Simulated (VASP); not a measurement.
# NaHF2 (R-3m) in VASP: notebook, part 2 of 2

VASP 6.6.1. The steps go on from the part before.

### Step 3. Single point, LDA (12.48 Å³/atom)

This run uses another cell than the first one, of 12.48 Å³/atom.

Input file INCAR:

```
PREC = Accurate
ENCUT = 520
EDIFF = 1E-7
ISMEAR = -1
SIGMA = 0.02
LREAL = False
LASPH = True
NELM = 100
ALGO = Normal
ISIF = 2
LWAVE = False
LCHARG = False
NBANDS = 19
```

Input file KPOINTS:

```
Automatic mesh
0
Gamma
  10 10 10
```

Input file POSCAR:

```
NaHF2
1.0
    1.7511905257      1.0110503214      4.6999154716
   -1.7511905257      1.0110503214      4.6999154716
    0.0000000000     -2.0221006429      4.6999154716
Na H F
1 1 2
Direct
    0.0000000000      0.0000000000      0.0000000000
    0.5000000000      0.5000000000      0.5000000000
    0.4100000000      0.4100000000      0.4100000000
    0.5900000000      0.5900000000      0.5900000000
```

Potentials or basis: VASP PAW LDA potentials, release 64 (Na_pv, H, F).

The run is started by

```console
$ cat potpaw_LDA.64/Na_pv/POTCAR potpaw_LDA.64/H/POTCAR potpaw_LDA.64/F/POTCAR > POTCAR
$ mpirun -np 1 vasp_std > vasp.out
```

OUTCAR:

```text
PREC = Accurate
   ENCUT = 520
   EDIFF = 1E-7
   ISMEAR = -1
   LREAL = False
   LASPH = True
   NELM = 100
   ISIF = 2

 ion  position               nearest neighbor table
   1  0.000  0.000  0.000-   4 2.29   4 2.29   3 2.29   3 2.29   4 2.29   3 2.29
   2  0.500  0.500  0.500-   3 1.27   4 1.27
   3  0.410  0.410  0.410-   2 1.27   1 2.29   1 2.29   1 2.29
   4  0.590  0.590  0.590-   2 1.27   1 2.29   1 2.29   1 2.29

  LATTYP: Found a trigonal (rhomboedric) cell.
 ALAT       =     5.1164535031
 COS(alpha) =     0.7657073146

  Lattice vectors:

 A1 = (   1.7511905257,   1.0110503214,   4.6999154716)
 A2 = (  -1.7511905257,   1.0110503214,   4.6999154716)
 A3 = (   0.0000000000,  -2.0221006429,   4.6999154716)

Analysis of symmetry for initial positions (statically):
=====================================================================
 Subroutine PRICEL returns:
 Original cell was already a primitive cell.

 Routine SETGRP: Setting up the symmetry group for a
 trigonal (rhombohedral) supercell.

 Subroutine GETGRP returns: Found 12 space group operations
 (whereof 12 operations were pure point group operations)
 out of a pool of 12 trial point group operations.

The static configuration has the point symmetry D_3d.

Analysis of symmetry for dynamics (positions and initial velocities):
=====================================================================
 Subroutine PRICEL returns:
 Original cell was already a primitive cell.

 Routine SETGRP: Setting up the symmetry group for a
 trigonal (rhombohedral) supercell.

 Subroutine GETGRP returns: Found 12 space group operations
 (whereof 12 operations were pure point group operations)
 out of a pool of 12 trial point group operations.

The dynamic configuration has the point symmetry D_3d.

 Subroutine INISYM returns: Found 12 space group operations
 (whereof 12 operations are pure point group operations),
 and found     1 'primitive' translations

----------------------------------------------------------------------------------------

                                     Primitive cell

  volume of cell :      49.9284

  direct lattice vectors                    reciprocal lattice vectors
     1.751190526  1.011050321  4.699915472     0.285520046  0.164845076  0.070923261
    -1.751190526  1.011050321  4.699915472    -0.285520046  0.164845076  0.070923261
     0.000000000 -2.022100643  4.699915472     0.000000000 -0.329690151  0.070923261

  length of vectors
     5.116453503  5.116453503  5.116453503     0.337232420  0.337232420  0.337232420

  position of ions in fractional coordinates (direct lattice)
     0.000000000  0.000000000  0.000000000
     0.500000000  0.500000000  0.500000000
     0.410000000  0.410000000  0.410000000
     0.590000000  0.590000000  0.590000000

  ion indices of the primitive-cell ions
   primitive index   ion index
                 1           1
                 2           2
                 3           3
                 4           4

----------------------------------------------------------------------------------------

 KPOINTS: Automatic mesh

Automatic generation of k-mesh.
 Grid dimensions read from file:
 generate k-points for:   10   10   10

 Generating k-lattice:

  Cartesian coordinates                     Fractional coordinates (reciprocal lattice)
     0.028552005  0.016484508  0.007092326     0.100000000  0.000000000  0.000000000
    -0.028552005  0.016484508  0.007092326     0.000000000  0.100000000  0.000000000
     0.000000000 -0.032969015  0.007092326     0.000000000  0.000000000  0.100000000

  Length of vectors
     0.033723242  0.033723242  0.033723242

  Shift w.r.t. Gamma in fractional coordinates (k-lattice)
     0.000000000  0.000000000  0.000000000

 Subroutine IBZKPT returns following result:
 ===========================================

 Found    116 irreducible k-points:

 Following reciprocal coordinates:
            Coordinates               Weight
  0.000000  0.000000  0.000000      1.000000
  0.100000  0.000000 -0.000000      6.000000
  0.200000  0.000000 -0.000000      6.000000
  0.300000  0.000000  0.000000      6.000000
  0.400000  0.000000  0.000000      6.000000
  0.500000  0.000000  0.000000      3.000000
[... 16 lines left out ...]
  0.300000  0.300000  0.000000      6.000000
  0.400000  0.300000  0.000000     12.000000
 [... further k-points ...]
   k-points           NKPTS =    116   k-points in BZ     NKDIM =    116   number of bands    NBANDS=     19
   number of dos      NEDOS =    301   number of ions     NIONS =      4
   total plane-waves  NPLWV =  64000
   dimension x,y,z NGX =    40 NGY =   40 NGZ =   40
   dimension x,y,z NGXF=    80 NGYF=   80 NGZF=   80
   ions per type =               1   1   2
   NGX,Y,Z   is equivalent  to a cutoff of  13.00, 13.00, 13.00 a.u.
   NGXF,Y,Z  is equivalent  to a cutoff of  25.99, 25.99, 25.99 a.u.
 SYSTEM =  unknown system
   PREC   = accura    normal or accurate (medium, high low for compatibility)
   ISTART =      0    job   : 0-new  1-cont  2-samecut
   ICHARG =      2    charge: 1-file 2-atom 10-const
   ISPIN  =      1    spin polarized calculation?
   LNONCOLLINEAR =      F non collinear calculations
   LSORBIT =      F    spin-orbit coupling
   LASPH  =      T    aspherical Exc in radial PAW
   ENCUT  =  520.0 eV  38.22 Ry    6.18 a.u.   9.51  9.51  9.51*2*pi/ulx,y,z
   NELM   =    100;   NELMIN=  2; NELMDL= -5     # of ELM steps
   EDIFF  = 0.1E-06   stopping-criterion for ELM
   LREAL  =      F    real-space projection
   EDIFFG = 0.1E-05   stopping-criterion for IOM
   NSW    =      0    number of steps for IOM
   IBRION =     -1    ionic relax: 0-MD 1-quasi-New 2-CG
   NFREE  =      0    steps in history (QN), initial steepest desc. (CG)
   ISIF   =      2    stress and relaxation
   ISYM   =      2    0-nonsym 1-usesym 2-fastsym
   POTIM  = 0.5000    time-step for ionic-motion
   TEBEG  =    0.0;   TEEND  =   0.0 temperature during run
   PSTRESS=    0.0 pullay stress
   NELECT =      22.0000    total number of electrons
   NUPDOWN=      -1.0000    fix difference up-down
   EMIN   =  10.00;   EMAX   =-10.00  energy-range for DOS
   EFERMI =   0.00;   METHOD = LEGACY
   ISMEAR =    -1;   SIGMA  =   0.02  broadening in eV -4-tet -1-fermi 0-gaus
   EFERMI_NEDOS =   21; number of points for ismear=-14 and -15
   IALGO  =     38    algorithm
   IMIX   =      4    mixing-type and parameters
     AMIX     =   0.40;   BMIX     =  1.00
     AMIX_MAG =   1.60;   BMIX_MAG =  1.00
  volume/ion in A,a.u.               =      12.48        84.23
  Fermi-wavevector in a.u.,A,eV,Ry     =   1.245757  2.354139 21.115014  1.551910
  Thomas-Fermi vector in A             =   2.379965
   LORBIT       =      0    0 simple, 1 ext, 2 COOP (PROOUT), +10 PAW based schemes
   GGA     = CA    functional components
   LHFCALC =     F    Hartree Fock is set to
   AEXX    =    0.0000 exact exchange contribution
   IVDW    =     0    specifies the selected vdW correction
   LEPSILON=     F    determine dielectric tensor
   LRPA    =     F    only Hartree local field effects (RPA)
 non-spin polarized calculation
  energy-cutoff  :      520.00
  volume of cell :       49.93
 maximum number of plane-waves:      1379
 NGX is ok and might be reduce to    40
   NGX = 19   NGY = 19   NGZ = 19

 number of electron      21.9999994 magnetization

 Free energy of the ion-electron system (eV)
  ---------------------------------------------------
  ext. energy  EPLUGINS =         0.00000000
  ---------------------------------------------------
  free energy    TOTEN  =       -18.40900532 eV

  energy without entropy =      -18.40900532  energy(sigma->0) =      -18.40900532

 E-fermi :  -3.9884     XC(G=0):  -8.6599

 val. band max:       -4.4452787965   @ k =   0.5000   0.5000   0.5000
 cond. band min:       1.7370830985   @ k =   0.0000   0.0000   0.0000
 fundamental gap:      6.1823618951
 Fermi energy:        -3.9883897810

 k-point     1 :       0.0000    0.0000    0.0000
  band No.  band energies     occupation
      1     -23.9716      2.00000
      2     -23.4457      2.00000
      3     -22.5785      2.00000
      4     -22.5785      2.00000
      5     -22.3141      2.00000
      6      -8.6901      2.00000
[... 11 lines left out ...]
     18      15.9505      0.00000
     19      15.9505      0.00000
[... 485 lines left out ...]
 k-point    24 :       0.4000    0.3000    0.0000
  band No.  band energies     occupation
      1     -23.9165      2.00000
      2     -23.4781      2.00000
      3     -22.6128      2.00000
      4     -22.5564      2.00000
      5     -22.2925      2.00000
      6      -8.2616      2.00000
[... 11 lines left out ...]
     18      14.4958      0.00000
     19      14.8989      0.00000

 [... further k-points ...]
[... 5 lines left out ...]
  --------------------------------------------------------------------------------------
  -------------------------------------------------------------------------------------
  Total       -0.8106872     -0.8106872     -6.1480462      0.0000000      0.0000000      0.0000000
  in kB      -26.0145555    -26.0145555   -197.2878043      0.0000000      0.0000000      0.0000000
  external PRESSURE =     -83.1056384 kB  Pullay stress =       0.0000000 kB

 VOLUME and BASIS-vectors are now :
 -----------------------------------------------------------------------------
  energy-cutoff  :      520.00
  volume of cell :       49.93
      direct lattice vectors                 reciprocal lattice vectors
     1.751190526  1.011050321  4.699915472     0.285520046  0.164845076  0.070923261
    -1.751190526  1.011050321  4.699915472    -0.285520046  0.164845076  0.070923261
     0.000000000 -2.022100643  4.699915472     0.000000000 -0.329690151  0.070923261

 POSITION                                       TOTAL-FORCE (eV/Angst)
 -----------------------------------------------------------------------------------
      0.00000      0.00000      0.00000         0.000000     -0.000000      0.000000
      0.00000     -0.00000      7.04987        -0.000000     -0.000000     -0.000000
      0.00000     -0.00000      5.78090        -0.000000     -0.000000      2.216293
      0.00000     -0.00000      8.31885        -0.000000      0.000000     -2.216293
 -----------------------------------------------------------------------------------
    total drift:                                0.000000      0.000000     -0.000000

  FREE ENERGIE OF THE ION-ELECTRON SYSTEM (eV)
  ---------------------------------------------------
  free  energy   TOTEN  =       -18.4090053170 eV

  energy  without entropy=      -18.4090053170  energy(sigma->0) =      -18.40900532
```

stdout:

```text
POSCAR found type information on POSCAR NaH F
 POSCAR found :  3 types and       4 ions
 scaLAPACK will be used
 LDA part: xc-table for (Slater(with rela. corr.)+CA(PZ))
 , standard interpolation
 POSCAR, INCAR and KPOINTS ok, starting setup
 FFT: planning ... GRIDC
 FFT: planning ... GRID_SOFT
 FFT: planning ... GRID
 WAVECAR not read
 entering main loop
```

Run time: 4.5 min. Hardware: 1 thread of Intel Xeon 8259CL, shared host; peak memory 0.26 GiB.

Results:

```yaml
Free_energy: -18.4090 eV
Pressure: -8.3 GPa
Largest_force: 2.216 eV/Å
Band_gap_on_the_k_mesh: 6.18 eV (least direct gap 6.47 eV)
```

Forces in eV/Å, atoms in the order of the input:
```
Na   0.000  0.000  0.000
H    0.000  0.000  0.000
F    0.000  0.000  2.216
F    0.000  0.000 -2.216
```

Stress tensor (GPa, compression positive):
```
 -2.60   0.00   0.00
  0.00  -2.60   0.00
  0.00   0.00 -19.73
```

Levels at points of the mesh, in eV from the valence-band top:
```
           k point  band 7  band 8  band 9  band 10  band 11  band 12  band 13  band 14  band 15  band 16
(0.00, 0.00, 0.00)   -0.32   -0.31   -0.31    -0.29    -0.29     6.18    12.59    13.62    15.02    18.63
(0.50, 0.00, 0.00)   -1.52   -0.52   -0.45    -0.44    -0.40     9.80    10.99    14.52    14.86    15.17
(0.50, 0.50, 0.00)   -1.29   -0.88   -0.70    -0.57    -0.11    10.66    11.12    13.22    13.52    14.14
(0.50, 0.50, 0.50)   -1.30   -0.58   -0.58     0.00     0.00     7.92     9.53    13.28    18.72    18.72
```

Caveat: the stress differs along the axes, from -20 to -3 GPa; forces of over 1 eV/Å act on the atoms, so gaps and moduli don't describe the material at rest.
